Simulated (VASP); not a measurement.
Wanted: the native input for a VASP 6.6.1 run.

```yaml
Task: single point
Functional: LDA
Potentials_or_basis: VASP PAW LDA potentials, release 64 (Pb_d, Se)
Cutoff: 520 eV
k_mesh: 5 × 5 × 5
Occupations: gaussian, width 0.01 eV
Spin: no spin polarisation
Dipole_correction: no
Further_INCAR_settings: ALGO = Normal; EDIFF = 1e-07; NBANDS = 17
```

The structure of PbSe (Clausthalite) lies in POSCAR:

```
PbSe
1.0
    0.0000000000      3.0809197960      3.0809197960
    3.0809197960      0.0000000000      3.0809197960
    3.0809197960      3.0809197960      0.0000000000
Pb Se
1 1
Direct
    0.0000000000      0.0000000000      0.0000000000
    0.5000000000      0.5000000000      0.5000000000
```

These files were run (other wordings do the same):

INCAR

```
PREC = Accurate
ENCUT = 520
EDIFF = 1E-7
ISMEAR = 0
SIGMA = 0.01
LREAL = F
LASPH = T
NELM = 60
ALGO = Normal
ISIF = 2
LWAVE = F
LCHARG = F
NBANDS = 17
```

KPOINTS

```
Automatic mesh
0
Gamma
  5 5 5
```

Potentials or basis: VASP PAW LDA potentials, release 64 (Pb_d, Se).

Launch:

```console
$ cat potpaw_LDA.64/Pb_d/POTCAR potpaw_LDA.64/Se/POTCAR > POTCAR
$ mpirun -np 1 vasp_std > vasp.out
```

It gave:

| Quantity | Value |
| --- | --- |
| Pressure | -3.1 GPa |

Wall time 4 s on 1 thread of Intel Xeon 6975P-C (shared host), peak memory 0.15 GiB.
